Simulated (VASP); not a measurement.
# BP (F-43m) in VASP: a series of runs, part 2 of 2

VASP 6.6.1.

## 4. Density of states, LDA

Input file POSCAR:

```
BP
1.0
    0.0000000000      2.2690000000      2.2690000000
    2.2690000000      0.0000000000      2.2690000000
    2.2690000000      2.2690000000      0.0000000000
P B
1 1
Direct
    0.7500000000      0.7500000000      0.7500000000
    0.0000000000      0.0000000000      0.0000000000
```

Input file INCAR.step1:

```
SYSTEM = BP
PREC     = Accurate       ! precision mode
ENCUT    = 520            ! plane-wave cutoff, eV
EDIFF    = 1E-6           ! SCF threshold, eV
ISMEAR   = -1             ! smearing method
SIGMA    = 0.05           ! smearing width, eV
LREAL    = .FALSE.        ! projectors in reciprocal space
LASPH    = .TRUE.         ! aspherical terms in the spheres
NELM     = 100            ! most SCF steps
ALGO     = Normal         ! electronic algorithm
ISIF     = 2              ! what is computed and relaxed
LWAVE    = .FALSE.        ! write WAVECAR
LCHARG   = .TRUE.         ! write CHGCAR
GGA      = CA             ! functional
NBANDS   = 11             ! bands
```

Input file KPOINTS.step1:

```
regular mesh
0
G
  6 6 6
  0 0 0
```

Input file INCAR.step2:

```
SYSTEM = BP
PREC     = Accurate       ! precision mode
ENCUT    = 520            ! plane-wave cutoff, eV
EDIFF    = 1E-6           ! SCF threshold, eV
ISMEAR   = -5             ! smearing method
SIGMA    = 0.05           ! smearing width, eV
LREAL    = .FALSE.        ! projectors in reciprocal space
LASPH    = .TRUE.         ! aspherical terms in the spheres
NELM     = 100            ! most SCF steps
ALGO     = Normal         ! electronic algorithm
ISIF     = 2              ! what is computed and relaxed
LWAVE    = .FALSE.        ! write WAVECAR
LCHARG   = .FALSE.        ! write CHGCAR
GGA      = CA             ! functional
LORBIT   = 11             ! projections on sites
NBANDS   = 11             ! bands
NEDOS    = 1001           ! points of the DOS
ICHARG   = 11             ! starting density
```

Input file KPOINTS.step2:

```
regular mesh
0
G
  9 9 9
  0 0 0
```

Potentials or basis: VASP PAW LDA potentials, release 64 (P, B).

On the command line:

```sh
> cat potpaw_LDA.64/P/POTCAR potpaw_LDA.64/B/POTCAR > POTCAR
> cp INCAR.step1 INCAR
> cp KPOINTS.step1 KPOINTS
> mpirun -np 1 vasp_std > vasp.out
> cp INCAR.step2 INCAR
> cp KPOINTS.step2 KPOINTS
> mpirun -np 1 vasp_std > vasp.out
```

OUTCAR:

```text
SYSTEM = BP
   PREC = Accurate
   ENCUT = 520
   EDIFF = 1E-6
   ISMEAR = -5
   LREAL = .FALSE.
   LASPH = .TRUE.
   NELM = 100
   ISIF = 2
   GGA = CA
   LORBIT = 11
   ICHARG = 11

 ion  position               nearest neighbor table
   1  0.750  0.750  0.750-   2 1.97   2 1.97   2 1.97   2 1.97
   2  0.000  0.000  0.000-   1 1.97   1 1.97   1 1.97   1 1.97

  LATTYP: Found a face centered cubic cell.
 ALAT       =     4.5380000000

  Lattice vectors:

 A1 = (   0.0000000000,   2.2690000000,   2.2690000000)
 A2 = (   2.2690000000,   0.0000000000,   2.2690000000)
 A3 = (   2.2690000000,   2.2690000000,   0.0000000000)

Analysis of symmetry for initial positions (statically):
=====================================================================
 Subroutine PRICEL returns:
 Original cell was already a primitive cell.

 Routine SETGRP: Setting up the symmetry group for a
 face centered cubic supercell.

 Subroutine GETGRP returns: Found 24 space group operations
 (whereof 24 operations were pure point group operations)
 out of a pool of 48 trial point group operations.

The static configuration has the point symmetry T_d .

Analysis of symmetry for dynamics (positions and initial velocities):
=====================================================================
 Subroutine PRICEL returns:
 Original cell was already a primitive cell.

 Routine SETGRP: Setting up the symmetry group for a
 face centered cubic supercell.

 Subroutine GETGRP returns: Found 24 space group operations
 (whereof 24 operations were pure point group operations)
 out of a pool of 48 trial point group operations.

The dynamic configuration has the point symmetry T_d .

 Subroutine INISYM returns: Found 24 space group operations
 (whereof 24 operations are pure point group operations),
 and found     1 'primitive' translations

----------------------------------------------------------------------------------------

                                     Primitive cell

  volume of cell :      23.3633

  direct lattice vectors                    reciprocal lattice vectors
     0.000000000  2.269000000  2.269000000    -0.220361393  0.220361393  0.220361393
     2.269000000  0.000000000  2.269000000     0.220361393 -0.220361393  0.220361393
     2.269000000  2.269000000  0.000000000     0.220361393  0.220361393 -0.220361393

  length of vectors
     3.208850573  3.208850573  3.208850573     0.381677128  0.381677128  0.381677128

  position of ions in fractional coordinates (direct lattice)
     0.750000000  0.750000000  0.750000000
     0.000000000  0.000000000  0.000000000

  ion indices of the primitive-cell ions
   primitive index   ion index
                 1           1
                 2           2

----------------------------------------------------------------------------------------

 KPOINTS: regular mesh

Automatic generation of k-mesh.
 Grid dimensions read from file:
 generate k-points for:    9    9    9

 Generating k-lattice:

  Cartesian coordinates                     Fractional coordinates (reciprocal lattice)
    -0.024484599  0.024484599  0.024484599     0.111111111  0.000000000  0.000000000
     0.024484599 -0.024484599  0.024484599     0.000000000  0.111111111  0.000000000
     0.024484599  0.024484599 -0.024484599     0.000000000  0.000000000  0.111111111

  Length of vectors
     0.042408570  0.042408570  0.042408570

  Shift w.r.t. Gamma in fractional coordinates (k-lattice)
[... 39 lines left out ...]
   dimension x,y,z NGX =    24 NGY =   24 NGZ =   24
   dimension x,y,z NGXF=    48 NGYF=   48 NGZF=   48
   ions per type =               1   1
   NGX,Y,Z   is equivalent  to a cutoff of  12.43, 12.43, 12.43 a.u.
   NGXF,Y,Z  is equivalent  to a cutoff of  24.87, 24.87, 24.87 a.u.
 SYSTEM =  BP
   PREC   = accura    normal or accurate (medium, high low for compatibility)
   ISTART =      0    job   : 0-new  1-cont  2-samecut
   ICHARG =     11    charge: 1-file 2-atom 10-const
   ISPIN  =      1    spin polarized calculation?
   LNONCOLLINEAR =      F non collinear calculations
   LSORBIT =      F    spin-orbit coupling
   LASPH  =      T    aspherical Exc in radial PAW
   ENCUT  =  520.0 eV  38.22 Ry    6.18 a.u.   5.97  5.97  5.97*2*pi/ulx,y,z
   NELM   =    100;   NELMIN=  2; NELMDL=  0     # of ELM steps
   EDIFF  = 0.1E-05   stopping-criterion for ELM
   LREAL  =      F    real-space projection
   EDIFFG = 0.1E-04   stopping-criterion for IOM
   NSW    =      0    number of steps for IOM
   IBRION =     -1    ionic relax: 0-MD 1-quasi-New 2-CG
   NFREE  =      0    steps in history (QN), initial steepest desc. (CG)
   ISIF   =      2    stress and relaxation
   ISYM   =      2    0-nonsym 1-usesym 2-fastsym
   POTIM  = 0.5000    time-step for ionic-motion
   TEBEG  =    0.0;   TEEND  =   0.0 temperature during run
   PSTRESS=    0.0 pullay stress
   NELECT =       8.0000    total number of electrons
   NUPDOWN=      -1.0000    fix difference up-down
   EMIN   =  10.00;   EMAX   =-10.00  energy-range for DOS
   EFERMI =   0.00;   METHOD = LEGACY
   ISMEAR =    -5;   SIGMA  =   0.05  broadening in eV -4-tet -1-fermi 0-gaus
   EFERMI_NEDOS =   21; number of points for ismear=-14 and -15
   IALGO  =     38    algorithm
   IMIX   =      4    mixing-type and parameters
     AMIX     =   0.40;   BMIX     =  1.00
     AMIX_MAG =   1.60;   BMIX_MAG =  1.00
  volume/ion in A,a.u.               =      11.68        78.83
  Fermi-wavevector in a.u.,A,eV,Ry     =   1.145320  2.164342 17.847562  1.311759
  Thomas-Fermi vector in A             =   2.282009
   LORBIT       =     11    0 simple, 1 ext, 2 COOP (PROOUT), +10 PAW based schemes
   GGA     = CA    functional components
   LHFCALC =     F    Hartree Fock is set to
   AEXX    =    0.0000 exact exchange contribution
   IVDW    =     0    specifies the selected vdW correction
   LEPSILON=     F    determine dielectric tensor
   LRPA    =     F    only Hartree local field effects (RPA)
 non-spin polarized calculation
 Fermi weights with tetrahedron method with Bloechl corrections
  energy-cutoff  :      520.00
  volume of cell :       23.36
 maximum number of plane-waves:       638

 number of electron       8.0000000 magnetization

 Free energy of the ion-electron system (eV)
  ---------------------------------------------------
  ext. energy  EPLUGINS =         0.00000000
  ---------------------------------------------------
  free energy    TOTEN  =       -14.38663552 eV

  energy without entropy =      -14.38663552  energy(sigma->0) =      -14.38663552

 E-fermi :   7.4151     XC(G=0): -11.0862

 val. band max:        7.4122996259   @ k =   0.0000   0.0000   0.0000
 cond. band min:       8.6151121744   @ k =   0.4444   0.4444   0.0000
 fundamental gap:      1.2028125485
 Fermi energy:         7.4151203949

 k-point     1 :       0.0000    0.0000    0.0000
  band No.  band energies     occupation
      1      -7.9805      2.00000
      2       7.4123      2.00000
      3       7.4123      2.00000
      4       7.4123      2.00000
      5      10.7879      0.00000
      6      10.7879      0.00000
      7      10.7879      0.00000
      8      14.7806      0.00000
      9      18.6638      0.00000
     10      19.5898      0.00000
     11      19.5898      0.00000
[... 309 lines left out ...]
 k-point    24 :       0.4444    0.4444    0.0000
  band No.  band energies     occupation
      1      -3.6519      2.00000
      2      -0.4893      2.00000
      3       3.3747      2.00000
      4       3.3747      2.00000
      5       8.6151      0.00000
      6       9.2425      0.00000
      7      19.0240      0.00000
      8      19.0240      0.00000
      9      22.2029      0.00000
     10      23.8777      0.00000
     11      25.6421      0.00000

 [... further k-points ...]
[... 5 lines left out ...]
  --------------------------------------------------------------------------------------
  -------------------------------------------------------------------------------------
  Total       -0.7966663     -0.7966663     -0.7966663      0.0000000      0.0000000      0.0000000
  in kB      -54.6328077    -54.6328077    -54.6328077      0.0000000      0.0000000      0.0000000
  external PRESSURE =     -54.6328077 kB  Pullay stress =       0.0000000 kB

 VOLUME and BASIS-vectors are now :
 -----------------------------------------------------------------------------
  energy-cutoff  :      520.00
  volume of cell :       23.36
      direct lattice vectors                 reciprocal lattice vectors
     0.000000000  2.269000000  2.269000000    -0.220361393  0.220361393  0.220361393
     2.269000000  0.000000000  2.269000000     0.220361393 -0.220361393  0.220361393
     2.269000000  2.269000000  0.000000000     0.220361393  0.220361393 -0.220361393

 POSITION                                       TOTAL-FORCE (eV/Angst)
 -----------------------------------------------------------------------------------
      3.40350      3.40350      3.40350        -0.000000     -0.000000     -0.000000
      0.00000      0.00000      0.00000         0.000000      0.000000      0.000000
 -----------------------------------------------------------------------------------
    total drift:                               -0.000000     -0.000000     -0.000000

  FREE ENERGIE OF THE ION-ELECTRON SYSTEM (eV)
  ---------------------------------------------------
  free  energy   TOTEN  =       -14.3866355208 eV

  energy  without entropy=      -14.3866355208  energy(sigma->0) =      -14.38663552

 total charge

# of ion       s       p       d       tot
------------------------------------------
    1        0.994   1.582   0.000   2.576
    2        0.660   1.281   0.000   1.941
--------------------------------------------------
tot          1.654   2.862   0.000   4.516
```

It used 4.8 s of CPU time on 1 thread of Intel Xeon 6975P-C, on a shared host.

What came out:

| Quantity | Value |
| --- | --- |
| Valence electrons inside the program's atomic spheres | P 2.58; B 1.94 |

Levels at points of the mesh, in eV from the valence-band top:
```csv
k point,band 2,band 3,band 4,band 5,band 6,band 7
"(0.00, 0.00, 0.00)",0.00,0.00,0.00,3.38,3.38,3.38
```

## 5. Density of states, PBE

POSCAR is that of step 4.

Input file INCAR.step1:

```
PREC = Accurate
ENCUT = 520
EDIFF = 1E-6
ISMEAR = -1
SIGMA = 0.05
LREAL = F
LASPH = T
NELM = 80
ALGO = Normal
ISIF = 2
LWAVE = F
LCHARG = T
GGA = PE
NBANDS = 11
```

Input file KPOINTS.step1:

```
Automatic mesh
0
Gamma
  6 6 6
```

Input file INCAR.step2:

```
PREC = Accurate
ENCUT = 520
EDIFF = 1E-6
ISMEAR = -5
SIGMA = 0.05
LREAL = F
LASPH = T
NELM = 80
ALGO = Normal
ISIF = 2
LWAVE = F
LCHARG = F
GGA = PE
LORBIT = 11
NBANDS = 11
NEDOS = 2001
ICHARG = 11
```

Input file KPOINTS.step2:

```
Automatic mesh
0
Gamma
  9 9 9
```

Potentials or basis: VASP PAW PBE potentials, release 64 (P, B).

On the command line:

```sh
> cat potpaw_PBE.64/P/POTCAR potpaw_PBE.64/B/POTCAR > POTCAR
> cp INCAR.step1 INCAR
> cp KPOINTS.step1 KPOINTS
> mpirun -np 1 vasp_std > vasp.out
> cp INCAR.step2 INCAR
> cp KPOINTS.step2 KPOINTS
> mpirun -np 1 vasp_std > vasp.out
```

It used 6.1 s of CPU time on 1 thread of Intel Xeon 6975P-C (shared host).

Results (log left out):

| Quantity | Value |
| --- | --- |
| Valence electrons inside the program's atomic spheres | P 2.57; B 1.94 |

Levels at points of the mesh, in eV from the valence-band top:
| k point | band 1 | band 2 | band 3 | band 4 | band 5 | band 6 | band 7 | band 8 | band 9 |
| --- | --- | --- | --- | --- | --- | --- | --- | --- | --- |
| (0.00, 0.00, 0.00) | -15.46 | 0.00 | 0.00 | 0.00 | 3.40 | 3.40 | 3.40 | 7.37 | 11.51 |
